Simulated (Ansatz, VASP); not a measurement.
One calculation of Mo, two programs

File INCAR:

```
SYSTEM = Mo
PREC     = Accurate       ! precision mode
ENCUT    = 520            ! plane-wave cutoff, eV
EDIFF    = 1E-6           ! SCF threshold, eV
ISMEAR   = 0              ! smearing method
SIGMA    = 0.15           ! smearing width, eV
LREAL    = .False.        ! projectors in reciprocal space
LASPH    = .True.         ! aspherical terms in the spheres
NELM     = 80             ! most SCF steps
ALGO     = Fast           ! electronic algorithm
ISIF     = 2              ! what is computed and relaxed
LWAVE    = .False.        ! write WAVECAR
LCHARG   = .True.         ! write CHGCAR
GGA      = PS             ! functional
LELF     = .True.         ! ELF
LVHAR    = .True.       
NBANDS   = 13             ! bands
```

The input KPOINTS:

```
regular mesh
0
Gamma
  18 18 18
  0 0 0
```

The input POSCAR:

```
Mo
1.0
    2.7902206051      0.0000000000      0.0000000000
   -1.3951103026      2.3690214963      0.0000000000
    0.0000000000      0.0000000000      2.5551807000
Mo
1
Direct
    0.0000000000      0.0000000000      0.5000000000
```

Input for Ansatz:

```yaml
crystal:
  lattice:
    - [2.7902206051, 0.0, 0.0]
    - [-1.3951103026, 2.3690214963, 0.0]
    - [0.0, 0.0, 2.5551807]
  atoms:
    - { symbol: Mo, position: [0.0, 0.0, 0.5] }
basis:
  ecutwfc: 420
kpoints:
  mp_grid: { grid: [18, 18, 18] }
hamiltonian:
  xc: pbesol
scf:
  occupations: { method: gaussian, width: 0.15 }
output:
  forces: true
  stress: true
  eigenvalues: true
```

Change from the starting cell: strain +0.0200 x Voigt [1, 0, 0, 0, 0, 0], atoms carried along.

Alike in both runs: task single point; functional PBEsol; k mesh 18 × 18 × 18; occupations gaussian, width 0.15 eV; no spin polarisation.

|  | VASP | Ansatz |
| --- | --- | --- |
| version | VASP 6.6.1 | Ansatz 0.2.0 |
| potentials or method | VASP PAW PBE potentials, release 64 (Mo_sv), cutoff 520 eV | scalar-relativistic, plane waves, PAW |
| valence electrons in the cell | 14 | 14 |

```tsv
	VASP	Ansatz	Ansatz less VASP
gap on the k mesh at the Fermi level (eV)	none	none	-
pressure (GPa)	-7.3	-7.8	-0.49
traceless stress, the component that is largest in VASP (GPa)	-2.73	-2.85	-0.112
```

VASP's potentials were made for PBE, not for PBEsol. A gap of «none» marks a metal or a gap that the smearing closes. The functional is the same, so the differences come from potentials, cutoffs and numerics.
